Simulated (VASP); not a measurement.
Write the native input for VASP 6.6.1 that does the following.

```
Task                   : single point
Functional             : PBEsol
Potentials or basis    : VASP PAW PBE potentials, release 64 (Br)
Cutoff                 : 520 eV
k mesh                 : 6 × 6 × 4
Occupations            : gaussian, width 0.01 eV
Spin                   : no spin polarisation
Dipole correction      : no
Further INCAR settings : ALGO = Normal; EDIFF = 1e-06; NBANDS = 22
```

The structure of Br lies in POSCAR:

```
Br
1.0
    3.3632500000     -2.3225500000      0.0000000000
    3.3632500000      2.3225500000      0.0000000000
    0.0000000000      0.0000000000      8.7023000000
Br
4
Direct
    0.3651000000      0.6349000000      0.3901000000
    0.1349000000      0.8651000000      0.8901000000
    0.6349000000      0.3651000000      0.6099000000
    0.8651000000      0.1349000000      0.1099000000
```

The input as run:

INCAR

```
SYSTEM = Br
ALGO = Normal
EDIFF = 1E-6
ENCUT = 520
GGA = PS
ISIF = 2
ISMEAR = 0
LASPH = .True.
LCHARG = .False.
LREAL = .False.
LWAVE = .False.
NBANDS = 22
NELM = 80
PREC = Accurate
SIGMA = 0.01
```

KPOINTS

```
k-points
0
Gamma
  6 6 4
  0 0 0
```

Potentials or basis: VASP PAW PBE potentials, release 64 (Br).

The run is started by

```bash
$ cat potpaw_PBE.64/Br/POTCAR > POTCAR
$ mpirun -np 1 vasp_std > vasp.out
```

It gave:

```json
{
 "Pressure": "0.1 GPa",
 "Largest force": "0.749 eV/Å",
 "Band gap on the k mesh": "1.82 eV (least direct gap 1.86 eV)"
}
```

Caveat: this functional lacks dispersion, which holds the molecules together, so the pressure and a relaxed volume are unreliable; the PAW data sets were made with another functional, which shifts forces and pressure a little.

Wall time 54 s on 1 thread of Intel(R) Xeon(R) Platinum 8488C (Sapphire Rapids) (shared host), peak memory 0.27 GiB.
